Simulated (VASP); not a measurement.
Runs of VASP 6.6.1 on Zn. The structure is that of space group R-3m (No. 166), or close to it. The cells are those of the table. 

```tsv
task	level	spin	U	cell	k mesh	cutoff (eV)	smearing	LDAUTYPE	hund's J	k mesh for the DOS	occupations for the DOS	gap on the mesh (eV)	pressure (GPa)	largest force (eV/Å)
single point	PBE	off	-	a = 2.711, b = 2.711, c = 7.736 Å, angles 100.6, 100.6, 60.0°, 3 atoms	6 × 6 × 2	500	gaussian 0.1 eV	-	-	-	-	none	(b)	(c)
single point	PBE	off	-	a = 2.619, b = 2.619, c = 7.472 Å, angles 100.6, 100.6, 60.0°, 3 atoms	6 × 6 × 2	520	gaussian 0.1 eV	-	-	-	-	none	5.1	0.03
single point	r2SCAN	off	-	a = 2.619, b = 2.619, c = 7.472 Å, angles 100.6, 100.6, 60.0°, 3 atoms	2 × 2 × 1, shifted	520	gaussian 0.1 eV	-	-	-	-	none	0.1	0.18
single point	BLYP	off	-	a = 2.619, b = 2.619, c = 7.472 Å, angles 100.6, 100.6, 60.0°, 3 atoms	6 × 6 × 2	500	methfessel-paxton 0.045 eV	-	-	-	-	none	11.5	0.02
single point	PBE+D3(BJ)	off	-	a = 2.619, b = 2.619, c = 7.472 Å, angles 100.6, 100.6, 60.0°, 3 atoms	2 × 4 × 3	500	methfessel-paxton 0.0011 eV	-	-	-	-	none	-2.0	0.05
single point	PBE	non-collinear, zero start, SOC	-	a = 2.619, b = 2.619, c = 7.472 Å, angles 100.6, 100.6, 60.0°, 3 atoms	6 × 6 × 2	500	gaussian 0.1 eV	-	-	-	-	-	4.9	0.03
single point	PBE+U	off	Zn d U = 2.6 eV	a = 2.619, b = 2.619, c = 7.472 Å, angles 100.6, 100.6, 60.0°, 3 atoms	6 × 6 × 2	520	gaussian 0.1 eV	-	-	-	-	none	4.0	0.02
single point	PBE	off	-	a = 2.619, b = 2.619, c = 7.472 Å, angles 100.6, 100.6, 60.0°, 3 atoms	9 × 9 × 3	500	methfessel-paxton 0.1 eV	-	-	-	-	none	(a)	0.02
single point	revPBE	off	-	a = 2.619, b = 2.619, c = 7.472 Å, angles 100.6, 100.6, 60.0°, 3 atoms	6 × 6 × 2	500	gaussian 0.1 eV	-	-	-	-	none	7.5	0.03
single point	PBE	off	-	a = 2.619, b = 2.619, c = 7.472 Å, angles 100.6, 100.6, 60.0°, 3 atoms	6 × 6 × 2	500	gaussian 0.1 eV	-	-	-	-	none	5.0	0.03
```

Alike in all rows: potentials or basis VASP PAW PBE potentials, release 64 (Zn).

Task: Estimate the missing entries.

Result: (a) 4.8; (b) -2.8; (c) 0.01.

Caveats: some runs use coarse meshes; the PAW data sets were made with another functional, which shifts forces and pressure a little (some runs); pairwise dispersion overbinds metals, which lowers pressure and volume (some runs); U without spin polarisation on a metal has little footing (some runs); the U is typed as a test and isn't derived for this compound (some runs).

A gap of «none» marks levels without a gap at the run's occupations.
